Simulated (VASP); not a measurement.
A run of VASP 6.6.1 is set up as follows.

Contents of INCAR:

```
PREC = Accurate
ENCUT = 520
EDIFF = 1E-6
ISMEAR = -1
SIGMA = 0.15
LREAL = F
LASPH = T
NELM = 60
ALGO = Normal
ISIF = 2
LWAVE = F
LCHARG = F
GGA = CA
NBANDS = 15
```

Contents of KPOINTS:

```
regular mesh
0
Gamma
  24 24 20
```

Contents of POSCAR:

```
TaN
1.0
    2.9068475670      0.0000000000      0.0000000000
   -1.4534237835      2.5174038380      0.0000000000
    0.0000000000      0.0000000000      2.8507712992
Ta N
1 1
Direct
    0.0000000000      0.0000000000      0.5000000000
    0.6666666667      0.3333333333      0.0000000000
```

Potentials or basis: VASP PAW LDA potentials, release 64 (Ta_pv, N).

The run is started by

```bash
$ cat potpaw_LDA.64/Ta_pv/POTCAR potpaw_LDA.64/N/POTCAR > POTCAR
$ mpirun -np 1 vasp_std > vasp.out
```

Problem. Estimate the band gap on the k mesh.

Solution. Zero (band 8 reaches 8.85 eV, above the bottom of band 9 at 8.34 eV).

Problem. What does it give for the pressure?

Solution. 2.0 GPa.

Stress tensor (GPa, compression positive):
```
1.97 0.00 0.00
0.00 1.97 0.00
0.00 0.00 2.20
```

Caveat: spin-orbit coupling is left out, which moves the levels of the heavy elements.
